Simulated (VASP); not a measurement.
# SnSe (Fm-3m) in VASP: a series of runs

Aim: see how the results for SnSe move with the level of theory and the settings. Levels: r2SCAN, revPBE. Tasks: single point.

Program: VASP 6.6.1. These are calculated values, not measurements. Logs are shortened: lines on timing, memory, paths and dates and some standing lists are left out, and cuts for length are marked.

### Step 1. The cell of the first run

The structure is cubic, space group Fm-3m (No. 225). The conventional cell has a = 6.020 Å, b = 6.020 Å, c = 6.020 Å, α = 90.00°, β = 90.00°, γ = 90.00°. Within 4.0 Å of Sn (site symmetry m-3m) lie 6 Se at 3.01 Å. Within 4.0 Å of Se (site symmetry m-3m) lie 6 Sn at 3.01 Å.

### Step 2. Single point, r2SCAN

POSCAR reads:

```
SnSe
1.0
    6.0200000000      0.0000000000      0.0000000000
    0.0000000000     -6.0200000000      0.0000000000
    0.0000000000      0.0000000000     -6.0200000000
Sn Se
4 4
Direct
    0.0000000000      0.5000000000      0.5000000000
    0.5000000000      0.0000000000      0.5000000000
    0.5000000000      0.5000000000      0.0000000000
    0.0000000000      0.0000000000      0.0000000000
    0.5000000000      0.0000000000      0.0000000000
    0.0000000000      0.5000000000      0.0000000000
    0.0000000000      0.0000000000      0.5000000000
    0.5000000000      0.5000000000      0.5000000000
```

INCAR.step1 reads:

```
SYSTEM = SnSe
PREC = Accurate
ENCUT = 520
ISMEAR = 0
SIGMA = 0.05
LREAL = .False.
LASPH = .True.
NELM = 100
NBANDS = 50
GGA = PE
ALGO = Normal
EDIFF = 1E-4
LWAVE = .True.
LCHARG = .False.
```

INCAR.step2 reads:

```
SYSTEM = SnSe
PREC = Accurate
ENCUT = 520
EDIFF = 1E-7
ISMEAR = 0
SIGMA = 0.05
LREAL = .False.
LASPH = .True.
NELM = 100
ALGO = Normal
ISIF = 2
LWAVE = .False.
LCHARG = .False.
METAGGA = R2SCAN
LMIXTAU = .True.
NBANDS = 50
ISTART = 1
```

KPOINTS reads:

```
regular mesh
0
Gamma
  6 6 6
  0 0 0
```

Potentials or basis: VASP PAW PBE potentials, release 64 (Sn_d, Se).

Started as:

```sh
cat potpaw_PBE.64/Sn_d/POTCAR potpaw_PBE.64/Se/POTCAR > POTCAR
cp INCAR.step1 INCAR
mpirun -np 1 vasp_std > vasp.out
cp INCAR.step2 INCAR
mpirun -np 1 vasp_std > vasp.out
```

OUTCAR:

```text
SYSTEM = SnSe
   PREC = Accurate
   ENCUT = 520
   EDIFF = 1E-7
   ISMEAR = 0
   LREAL = .False.
   LASPH = .True.
   NELM = 100
   ISIF = 2
   METAGGA = R2SCAN
   ISTART = 1

 ion  position               nearest neighbor table
   1  0.000  0.500  0.500-   6 3.01   7 3.01   8 3.01   6 3.01   7 3.01   8 3.01
   2  0.500  0.000  0.500-   5 3.01   7 3.01   8 3.01   5 3.01   8 3.01   7 3.01
   3  0.500  0.500  0.000-   5 3.01   6 3.01   8 3.01   8 3.01   5 3.01   6 3.01
   4  0.000  0.000  0.000-   5 3.01   6 3.01   7 3.01   7 3.01   6 3.01   5 3.01
   5  0.500  0.000  0.000-   2 3.01   3 3.01   4 3.01   2 3.01   3 3.01   4 3.01
   6  0.000  0.500  0.000-   1 3.01   3 3.01   4 3.01   1 3.01   4 3.01   3 3.01
   7  0.000  0.000  0.500-   1 3.01   2 3.01   4 3.01   4 3.01   1 3.01   2 3.01
   8  0.500  0.500  0.500-   1 3.01   2 3.01   3 3.01   3 3.01   2 3.01   1 3.01

  LATTYP: Found a simple cubic cell.
 ALAT       =     6.0200000000

  Lattice vectors:

 A1 = (   6.0200000000,   0.0000000000,   0.0000000000)
 A2 = (   0.0000000000,  -6.0200000000,   0.0000000000)
 A3 = (   0.0000000000,   0.0000000000,  -6.0200000000)

Analysis of symmetry for initial positions (statically):
=====================================================================
 Subroutine PRICEL returns following result:

  LATTYP: Found a face centered cubic cell.
 ALAT       =     6.0200000000

  Lattice vectors:

 A1 = (   3.0100000000,   3.0100000000,   0.0000000000)
 A2 = (   3.0100000000,   0.0000000000,  -3.0100000000)
 A3 = (   0.0000000000,   3.0100000000,  -3.0100000000)

   4 primitive cells build up your supercell.

 Routine SETGRP: Setting up the symmetry group for a
 simple cubic supercell.

 Subroutine GETGRP returns: Found 48 space group operations
 (whereof 48 operations were pure point group operations)
 out of a pool of 48 trial point group operations.

The static configuration has the point symmetry O_h .

Analysis of symmetry for dynamics (positions and initial velocities):
=====================================================================
 Subroutine PRICEL returns following result:

  LATTYP: Found a face centered cubic cell.
 ALAT       =     6.0200000000

  Lattice vectors:

 A1 = (   3.0100000000,   3.0100000000,   0.0000000000)
 A2 = (   3.0100000000,   0.0000000000,  -3.0100000000)
 A3 = (   0.0000000000,   3.0100000000,  -3.0100000000)

   4 primitive cells build up your supercell.

 Routine SETGRP: Setting up the symmetry group for a
 simple cubic supercell.

 Subroutine GETGRP returns: Found 48 space group operations
 (whereof 48 operations were pure point group operations)
 out of a pool of 48 trial point group operations.

The dynamic configuration has the point symmetry O_h .

 Subroutine INISYM returns: Found 48 space group operations
 (whereof 48 operations are pure point group operations),
 and found     4 'primitive' translations

----------------------------------------------------------------------------------------

                                     Primitive cell

  volume of cell :      54.5418

  direct lattice vectors                    reciprocal lattice vectors
     3.010000000  3.010000000  0.000000000     0.166112957  0.166112957  0.166112957
     3.010000000  0.000000000 -3.010000000     0.166112957 -0.166112957 -0.166112957
     0.000000000  3.010000000 -3.010000000    -0.166112957  0.166112957 -0.166112957

  length of vectors
     4.256782823  4.256782823  4.256782823     0.287716081  0.287716081  0.287716081

  position of ions in fractional coordinates (direct lattice)
     0.000000000  0.000000000  0.000000000
     0.500000000  0.500000000  0.500000000

  ion indices of the primitive-cell ions
   primitive index   ion index
                 1           1
                 2           7

----------------------------------------------------------------------------------------

 KPOINTS: regular mesh

Automatic generation of k-mesh.
 Grid dimensions read from file:
 generate k-points for:    6    6    6

 Generating k-lattice:

  Cartesian coordinates                     Fractional coordinates (reciprocal lattice)
     0.027685493  0.000000000  0.000000000     0.166666667  0.000000000  0.000000000
     0.000000000 -0.027685493  0.000000000     0.000000000  0.166666667  0.000000000
     0.000000000  0.000000000 -0.027685493     0.000000000  0.000000000  0.166666667

  Length of vectors
     0.027685493  0.027685493  0.027685493

  Shift w.r.t. Gamma in fractional coordinates (k-lattice)
     0.000000000  0.000000000  0.000000000

 Subroutine IBZKPT returns following result:
 ===========================================

 Found     20 irreducible k-points:

 Following reciprocal coordinates:
            Coordinates               Weight
  0.000000  0.000000  0.000000      1.000000
  0.166667  0.000000  0.000000      6.000000
  0.333333  0.000000  0.000000      6.000000
  0.500000  0.000000  0.000000      3.000000
  0.166667  0.166667  0.000000     12.000000
  0.333333  0.166667  0.000000     24.000000
[... 12 lines left out ...]
  0.500000  0.500000  0.333333      6.000000
  0.500000  0.500000  0.500000      1.000000
   k-points           NKPTS =     20   k-points in BZ     NKDIM =     20   number of bands    NBANDS=     50
   number of dos      NEDOS =    301   number of ions     NIONS =      8
   total plane-waves  NPLWV = 110592
   dimension x,y,z NGX =    48 NGY =   48 NGZ =   48
   dimension x,y,z NGXF=    96 NGYF=   96 NGZF=   96
   ions per type =               4   4
   NGX,Y,Z   is equivalent  to a cutoff of  13.26, 13.26, 13.26 a.u.
   NGXF,Y,Z  is equivalent  to a cutoff of  26.51, 26.51, 26.51 a.u.
 SYSTEM =  SnSe
   PREC   = accura    normal or accurate (medium, high low for compatibility)
   ISTART =      1    job   : 0-new  1-cont  2-samecut
   ICHARG =      0    charge: 1-file 2-atom 10-const
   ISPIN  =      1    spin polarized calculation?
   LNONCOLLINEAR =      F non collinear calculations
   LSORBIT =      F    spin-orbit coupling
   LASPH  =      T    aspherical Exc in radial PAW
   ENCUT  =  520.0 eV  38.22 Ry    6.18 a.u.  11.19 11.19 11.19*2*pi/ulx,y,z
   NELM   =    100;   NELMIN=  2; NELMDL=  0     # of ELM steps
   EDIFF  = 0.1E-06   stopping-criterion for ELM
   LREAL  =      F    real-space projection
   EDIFFG = 0.1E-05   stopping-criterion for IOM
   NSW    =      0    number of steps for IOM
   IBRION =     -1    ionic relax: 0-MD 1-quasi-New 2-CG
   NFREE  =      0    steps in history (QN), initial steepest desc. (CG)
   ISIF   =      2    stress and relaxation
   ISYM   =      2    0-nonsym 1-usesym 2-fastsym
   POTIM  = 0.5000    time-step for ionic-motion
   TEBEG  =    0.0;   TEEND  =   0.0 temperature during run
   PSTRESS=    0.0 pullay stress
   NELECT =      80.0000    total number of electrons
   NUPDOWN=      -1.0000    fix difference up-down
   EMIN   =  10.00;   EMAX   =-10.00  energy-range for DOS
   EFERMI =   0.00;   METHOD = LEGACY
   ISMEAR =     0;   SIGMA  =   0.05  broadening in eV -4-tet -1-fermi 0-gaus
   EFERMI_NEDOS =   21; number of points for ismear=-14 and -15
   IALGO  =     38    algorithm
   IMIX   =      4    mixing-type and parameters
     AMIX     =   0.40;   BMIX     =  1.00
     AMIX_MAG =   1.60;   BMIX_MAG =  1.00
  volume/ion in A,a.u.               =      27.27       184.03
  Fermi-wavevector in a.u.,A,eV,Ry     =   1.171768  2.214321 18.681350  1.373040
  Thomas-Fermi vector in A             =   2.308207
   LORBIT       =      0    0 simple, 1 ext, 2 COOP (PROOUT), +10 PAW based schemes
   METAGGA = R2SCAN    functional components
   LHFCALC =     F    Hartree Fock is set to
   AEXX    =    0.0000 exact exchange contribution
   IVDW    =     0    specifies the selected vdW correction
   LEPSILON=     F    determine dielectric tensor
   LRPA    =     F    only Hartree local field effects (RPA)
 non-spin polarized calculation
 Gauss-broadening in eV      SIGMA  =   0.05
  energy-cutoff  :      520.00
  volume of cell :      218.17
 maximum number of plane-waves:      5910
 NGX is ok and might be reduce to    48

 number of electron      80.0000015 magnetization

 Free energy of the ion-electron system (eV)
  ---------------------------------------------------
  ext. energy  EPLUGINS =         0.00000000
  ---------------------------------------------------
  free energy    TOTEN  =      -159.49709891 eV

  energy without entropy =     -159.49709891  energy(sigma->0) =     -159.49709891

 E-fermi :   5.8894     XC(G=0): -10.1876

 val. band max:        5.7114953585   @ k =   0.5000   0.5000   0.5000
 cond. band min:       6.0791211754   @ k =   0.5000   0.5000   0.3333
 fundamental gap:      0.3676258169
 Fermi energy:         5.8893862634

 k-point     1 :       0.0000    0.0000    0.0000
  band No.  band energies     occupation
      1     -16.8687      2.00000
      2     -16.8687      2.00000
      3     -16.8687      2.00000
      4     -16.8402      2.00000
      5     -16.8402      2.00000
      6     -16.8402      2.00000
[... 42 lines left out ...]
     49      11.1724      0.00000
     50      11.1724      0.00000

 k-point     2 :       0.1667    0.0000    0.0000
  band No.  band energies     occupation
      1     -16.8665      2.00000
      2     -16.8665      2.00000
      3     -16.8658      2.00000
      4     -16.8397      2.00000
      5     -16.8386      2.00000
      6     -16.8386      2.00000
[... 42 lines left out ...]
     49      11.0090      0.00000
     50      11.0283      0.00000

 k-point     3 :       0.3333    0.0000    0.0000
  band No.  band energies     occupation
      1     -16.8616      2.00000
      2     -16.8616      2.00000
      3     -16.8583      2.00000
      4     -16.8418      2.00000
      5     -16.8385      2.00000
      6     -16.8353      2.00000
[... 42 lines left out ...]
     49       9.9956      0.00000
     50      10.4654      0.00000

 k-point     4 :       0.5000    0.0000    0.0000
  band No.  band energies     occupation
      1     -16.8585      2.00000
      2     -16.8585      2.00000
      3     -16.8493      2.00000
      4     -16.8493      2.00000
      5     -16.8369      2.00000
      6     -16.8369      2.00000
[... 787 lines left out ...]
 k-point    19 :       0.5000    0.5000    0.3333
  band No.  band energies     occupation
      1     -16.8448      2.00000
      2     -16.8448      2.00000
      3     -16.8448      2.00000
      4     -16.8448      2.00000
      5     -16.8436      2.00000
      6     -16.8436      2.00000
[... 42 lines left out ...]
     49       8.0459      0.00000
     50       8.0459      0.00000

 k-point    20 :       0.5000    0.5000    0.5000
  band No.  band energies     occupation
      1     -16.8444      2.00000
      2     -16.8444      2.00000
      3     -16.8444      2.00000
      4     -16.8444      2.00000
      5     -16.8444      2.00000
      6     -16.8444      2.00000
[... 42 lines left out ...]
     49       6.8442      0.00000
     50       6.8442      0.00000

------------------------ aborting loop because EDIFF is reached ----------------------------------------

  FORCE on cell =-STRESS in cart. coord.  units (eV):
  Direction    XX          YY          ZZ          XY          YZ          ZX
  --------------------------------------------------------------------------------------
  -------------------------------------------------------------------------------------
  Total       -0.0561334     -0.0561334     -0.0561334     -0.0000000      0.0000000      0.0000000
  in kB       -0.4122328     -0.4122328     -0.4122328     -0.0000000      0.0000000      0.0000000
  external PRESSURE =      -0.4122328 kB  Pullay stress =       0.0000000 kB

 VOLUME and BASIS-vectors are now :
 -----------------------------------------------------------------------------
  energy-cutoff  :      520.00
  volume of cell :      218.17
      direct lattice vectors                 reciprocal lattice vectors
     6.020000000  0.000000000  0.000000000     0.166112957  0.000000000  0.000000000
     0.000000000 -6.020000000  0.000000000     0.000000000 -0.166112957  0.000000000
     0.000000000  0.000000000 -6.020000000     0.000000000  0.000000000 -0.166112957

 POSITION                                       TOTAL-FORCE (eV/Angst)
 -----------------------------------------------------------------------------------
      0.00000     -3.01000     -3.01000         0.000000      0.000000     -0.000000
      3.01000      0.00000     -3.01000         0.000000     -0.000000      0.000000
      3.01000     -3.01000      0.00000         0.000000      0.000000      0.000000
      0.00000      0.00000      0.00000        -0.000000     -0.000000     -0.000000
      3.01000      0.00000      0.00000        -0.000000     -0.000000      0.000000
      0.00000     -3.01000      0.00000        -0.000000      0.000000      0.000000
      0.00000      0.00000     -3.01000        -0.000000      0.000000      0.000000
      3.01000     -3.01000     -3.01000        -0.000000     -0.000000      0.000000
 -----------------------------------------------------------------------------------
    total drift:                                0.000000     -0.000000      0.000000

  FREE ENERGIE OF THE ION-ELECTRON SYSTEM (eV)
  ---------------------------------------------------
  free  energy   TOTEN  =      -159.4970989127 eV

  energy  without entropy=     -159.4970989093  energy(sigma->0) =     -159.49709891
```

It took 22 min on 1 thread of Intel Xeon 8259CL, shared host; peak memory 0.47 GiB.

Results:

```
Free energy            : -159.4971 eV
Pressure               : 0.0 GPa
Band gap on the k mesh : 0.37 eV
```

Levels at points of the mesh, in eV from the valence-band top:
```tsv
k point	band 38	band 39	band 40	band 41	band 42	band 43
(0.00, 0.00, 0.00)	-2.64	-2.64	-2.64	3.11	3.11	3.11
(0.50, 0.00, 0.00)	-1.97	-1.12	-1.12	1.44	1.44	2.08
(0.50, 0.50, 0.00)	-0.80	-0.80	-0.80	1.17	1.17	1.17
(0.50, 0.50, 0.50)	0.00	0.00	0.00	0.45	0.45	0.45
```

Caveat: semilocal functionals underestimate gaps, and a narrow one can read as zero; the PAW data sets were made with another functional, which shifts forces and pressure a little; spin-orbit coupling is left out, which moves the levels of the heavy elements. A k mesh can miss the band edges.

### Step 3. Single point, revPBE, non-collinear spin, zero start, spin-orbit coupling

This run uses another cell than the first one: it holds 2 atoms, not 8.

INCAR reads:

```
PREC = Accurate ; ENCUT = 500
EDIFF = 1E-6 ; ISMEAR = 0
SIGMA = 0.02 ; LREAL = False
LASPH = True ; NELM = 200
ALGO = Normal ; ISIF = 2
LWAVE = False ; LCHARG = False
MAGMOM = 0 0 0 0 0 0 ; LORBIT = 11
LSORBIT = True ; GGA_COMPAT = False
LORBMOM = True ; GGA = RE
NBANDS = 32
```

KPOINTS reads:

```
regular mesh
0
Gamma
  10 10 10
```

POSCAR reads:

```
SnSe
1.0
    0.0000000000      3.0100000000      3.0100000000
    3.0100000000      0.0000000000      3.0100000000
    3.0100000000      3.0100000000      0.0000000000
Sn Se
1 1
Direct
    0.0000000000      0.0000000000      0.0000000000
    0.5000000000      0.5000000000      0.5000000000
```

Potentials or basis: VASP PAW PBE potentials, release 64 (Sn_d, Se).

Started as:

```sh
cat potpaw_PBE.64/Sn_d/POTCAR potpaw_PBE.64/Se/POTCAR > POTCAR
mpirun -np 1 vasp_ncl > vasp.out
```

Wall time 2.9 min (1 thread of Oxide Virtual Turin-like, shared host); peak memory 0.34 GiB.

Results (log left out):

```yaml
Free_energy: -7.6630 eV
Pressure: 2.2 GPa
Net_moment: 0.00 μB per cell
Valence_electrons_inside_the_program's_atomic_spheres: Sn 12.05; Se 3.80
```

Moments on the atoms (μB; x, y, z):
```
Sn  0.00 0.00 0.00
Se  0.00 0.00 0.00
```

Caveat: the PAW data sets were made with another functional, which shifts forces and pressure a little.
